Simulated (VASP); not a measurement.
# Pd (Pm-3m) in VASP: notebook

Runs on Pd. Level: r2SCAN. Tasks: single point.

Everything below comes from runs of VASP 6.6.1. Logs are shortened: lines on timing, memory, paths and dates and some standing lists are left out, and cuts for length are marked.

## 1. The cell of the first run

The structure is cubic, space group Pm-3m (No. 221). The conventional cell has a = 2.518 Å, b = 2.518 Å, c = 2.518 Å, α = 90.00°, β = 90.00°, γ = 90.00°. Within 3.3 Å of Pd (site symmetry m-3m) lie 6 Pd at 2.52 Å.

## 2. Single point, r2SCAN (volume scaled by 0.92)

Input file POSCAR:

```
Pd
1.0
    2.5176621887      0.0000000000      0.0000000000
    0.0000000000      2.5176621887      0.0000000000
    0.0000000000      0.0000000000      2.5176621887
Pd
1
Direct
    0.0000000000      0.0000000000      0.0000000000
```

Input file INCAR.step1:

```
SYSTEM = Pd
  ALGO = Normal
  EDIFF = 1E-4
  ENCUT = 520
  GGA = PE
  ISMEAR = -1
  LASPH = .True.
  LCHARG = .False.
  LREAL = .False.
  LWAVE = .True.
  NBANDS = 11
  NELM = 100
  PREC = Accurate
  SIGMA = 0.1
```

Input file INCAR.step2:

```
SYSTEM = Pd
  ALGO = Normal
  EDIFF = 1E-7
  ENCUT = 520
  ISIF = 2
  ISMEAR = -1
  ISTART = 1
  LASPH = .True.
  LCHARG = .True.
  LELF = .True.
  LMIXTAU = .True.
  LREAL = .False.
  LVHAR = .True.
  LWAVE = .False.
  METAGGA = R2SCAN
  NBANDS = 11
  NELM = 100
  PREC = Accurate
  SIGMA = 0.1
```

Input file KPOINTS:

```
k-points
0
Gamma
  14 14 14
  0 0 0
```

Potentials or basis: VASP PAW PBE potentials, release 64 (Pd).

Launch:

```sh
cat potpaw_PBE.64/Pd/POTCAR > POTCAR
cp INCAR.step1 INCAR
mpirun -np 1 vasp_std > vasp.out
cp INCAR.step2 INCAR
mpirun -np 1 vasp_std > vasp.out
```

OUTCAR:

```text
SYSTEM = Pd
   EDIFF = 1E-7
   ENCUT = 520
   ISIF = 2
   ISMEAR = -1
   ISTART = 1
   LASPH = .True.
   LREAL = .False.
   METAGGA = R2SCAN
   NELM = 100
   PREC = Accurate

 ion  position               nearest neighbor table
   1  0.000  0.000  0.000-

  LATTYP: Found a simple cubic cell.
 ALAT       =     2.5176621887

  Lattice vectors:

 A1 = (   2.5176621887,   0.0000000000,   0.0000000000)
 A2 = (   0.0000000000,   2.5176621887,   0.0000000000)
 A3 = (   0.0000000000,   0.0000000000,   2.5176621887)

Analysis of symmetry for initial positions (statically):
=====================================================================
 Subroutine PRICEL returns:
 Original cell was already a primitive cell.

 Routine SETGRP: Setting up the symmetry group for a
 simple cubic supercell.

 Subroutine GETGRP returns: Found 48 space group operations
 (whereof 48 operations were pure point group operations)
 out of a pool of 48 trial point group operations.

The static configuration has the point symmetry O_h .

Analysis of symmetry for dynamics (positions and initial velocities):
=====================================================================
 Subroutine PRICEL returns:
 Original cell was already a primitive cell.

 Routine SETGRP: Setting up the symmetry group for a
 simple cubic supercell.

 Subroutine GETGRP returns: Found 48 space group operations
 (whereof 48 operations were pure point group operations)
 out of a pool of 48 trial point group operations.

The dynamic configuration has the point symmetry O_h .

 Subroutine INISYM returns: Found 48 space group operations
 (whereof 48 operations are pure point group operations),
 and found     1 'primitive' translations

----------------------------------------------------------------------------------------

                                     Primitive cell

  volume of cell :      15.9585

  direct lattice vectors                    reciprocal lattice vectors
     2.517662189  0.000000000  0.000000000     0.397193875  0.000000000  0.000000000
     0.000000000  2.517662189  0.000000000     0.000000000  0.397193875  0.000000000
     0.000000000  0.000000000  2.517662189     0.000000000  0.000000000  0.397193875

  length of vectors
     2.517662189  2.517662189  2.517662189     0.397193875  0.397193875  0.397193875

  position of ions in fractional coordinates (direct lattice)
     0.000000000  0.000000000  0.000000000

  ion indices of the primitive-cell ions
   primitive index   ion index
                 1           1
[... 72 lines left out ...]
   EDIFF  = 0.1E-06   stopping-criterion for ELM
   LREAL  =      F    real-space projection
   EDIFFG = 0.1E-05   stopping-criterion for IOM
   NSW    =      0    number of steps for IOM
   IBRION =     -1    ionic relax: 0-MD 1-quasi-New 2-CG
   NFREE  =      0    steps in history (QN), initial steepest desc. (CG)
   ISIF   =      2    stress and relaxation
   ISYM   =      2    0-nonsym 1-usesym 2-fastsym
   POTIM  = 0.5000    time-step for ionic-motion
   TEBEG  =    0.0;   TEEND  =   0.0 temperature during run
   PSTRESS=    0.0 pullay stress
   NELECT =      10.0000    total number of electrons
   NUPDOWN=      -1.0000    fix difference up-down
   EMIN   =  10.00;   EMAX   =-10.00  energy-range for DOS
   EFERMI =   0.00;   METHOD = LEGACY
   ISMEAR =    -1;   SIGMA  =   0.10  broadening in eV -4-tet -1-fermi 0-gaus
   EFERMI_NEDOS =   21; number of points for ismear=-14 and -15
   IALGO  =     38    algorithm
   IMIX   =      4    mixing-type and parameters
     AMIX     =   0.40;   BMIX     =  1.00
     AMIX_MAG =   1.60;   BMIX_MAG =  1.00
  volume/ion in A,a.u.               =      15.96       107.69
  Fermi-wavevector in a.u.,A,eV,Ry     =   1.400912  2.647339 26.702156  1.962553
  Thomas-Fermi vector in A             =   2.523825
   LORBIT       =      0    0 simple, 1 ext, 2 COOP (PROOUT), +10 PAW based schemes
   METAGGA = R2SCAN    functional components
   LHFCALC =     F    Hartree Fock is set to
   AEXX    =    0.0000 exact exchange contribution
   IVDW    =     0    specifies the selected vdW correction
   LEPSILON=     F    determine dielectric tensor
   LRPA    =     F    only Hartree local field effects (RPA)
 non-spin polarized calculation
  energy-cutoff  :      520.00
  volume of cell :       15.96
 maximum number of plane-waves:       449
 NGX is ok and might be reduce to    20
   NGX =  9   NGY =  9   NGZ =  9

 number of electron       9.9999997 magnetization

 Free energy of the ion-electron system (eV)
  ---------------------------------------------------
  ext. energy  EPLUGINS =         0.00000000
  ---------------------------------------------------
  free energy    TOTEN  =       -22.41385074 eV

  energy without entropy =      -22.37275013  energy(sigma->0) =      -22.39330043

 E-fermi :   8.7107     XC(G=0): -13.3541

 val. band max:        8.7015086714   @ k =   0.1429   0.0000   0.0000
 cond. band min:       8.7148737435   @ k =   0.3571   0.0714   0.0000
 fundamental gap:      0.0133650721
 Fermi energy:         8.7106632155

 k-point     1 :       0.0000    0.0000    0.0000
  band No.  band energies     occupation
      1       2.0013      2.00000
      2       3.2828      2.00000
      3       3.2828      2.00000
      4       8.6681      1.20965
      5       8.6681      1.20965
      6       8.6681      1.20965
      7      26.7020      0.00000
      8      26.7020      0.00000
      9      26.7020      0.00000
     10      31.4195      0.00000
     11      33.9011      0.00000
[... 309 lines left out ...]
 k-point    24 :       0.3571    0.2143    0.0000
  band No.  band energies     occupation
      1       4.0389      2.00000
      2       4.7563      2.00000
      3       5.8573      2.00000
      4       7.2077      2.00000
      5       8.0772      1.99646
      6       9.0075      0.09772
      7      17.7148      0.00000
      8      24.7551      0.00000
      9      29.8082      0.00000
     10      31.6005      0.00000
     11      33.1227      0.00000

 [... further k-points ...]
[... 5 lines left out ...]
  --------------------------------------------------------------------------------------
  -------------------------------------------------------------------------------------
  Total        1.4916409      1.4916409      1.4916409     -0.0000000      0.0000000      0.0000000
  in kB      149.7553976    149.7553976    149.7553976     -0.0000000      0.0000000      0.0000000
  external PRESSURE =     149.7553976 kB  Pullay stress =       0.0000000 kB

 VOLUME and BASIS-vectors are now :
 -----------------------------------------------------------------------------
  energy-cutoff  :      520.00
  volume of cell :       15.96
      direct lattice vectors                 reciprocal lattice vectors
     2.517662189  0.000000000  0.000000000     0.397193875  0.000000000  0.000000000
     0.000000000  2.517662189  0.000000000     0.000000000  0.397193875  0.000000000
     0.000000000  0.000000000  2.517662189     0.000000000  0.000000000  0.397193875

 POSITION                                       TOTAL-FORCE (eV/Angst)
 -----------------------------------------------------------------------------------
      0.00000      0.00000      0.00000         0.000000      0.000000      0.000000
 -----------------------------------------------------------------------------------
    total drift:                                0.000000      0.000000      0.000000

  FREE ENERGIE OF THE ION-ELECTRON SYSTEM (eV)
  ---------------------------------------------------
  free  energy   TOTEN  =       -22.4138507433 eV

  energy  without entropy=      -22.3727501254  energy(sigma->0) =      -22.39330043
```

OUTCAR.step1:

```text
SYSTEM = Pd
   EDIFF = 1E-4
   ENCUT = 520
   GGA = PE
   ISMEAR = -1
   LASPH = .True.
   LREAL = .False.
[... 554 lines left out ...]
 -----------------------------------------------------------------------------------
      0.00000      0.00000      0.00000         0.000000      0.000000      0.000000
 -----------------------------------------------------------------------------------
    total drift:                                0.000000      0.000000      0.000000

  FREE ENERGIE OF THE ION-ELECTRON SYSTEM (eV)
  ---------------------------------------------------
  free  energy   TOTEN  =        -4.6368151829 eV

  energy  without entropy=       -4.5906630238  energy(sigma->0) =       -4.61373910
```

Wall time 38 s (1 thread of Intel Xeon Platinum 8488C (Sapphire Rapids), shared host); peak memory 0.14 GiB.

What came out:

| Quantity | Value |
| --- | --- |
| Free energy | -22.4139 eV |
| Pressure | 15.0 GPa |
| Band gap on the k mesh | zero (band 5 reaches 10.27 eV, above the bottom of band 6 at 7.92 eV) |

Caveat: the PAW data sets were made with another functional, which shifts forces and pressure a little.

[end of part 1 of 3]
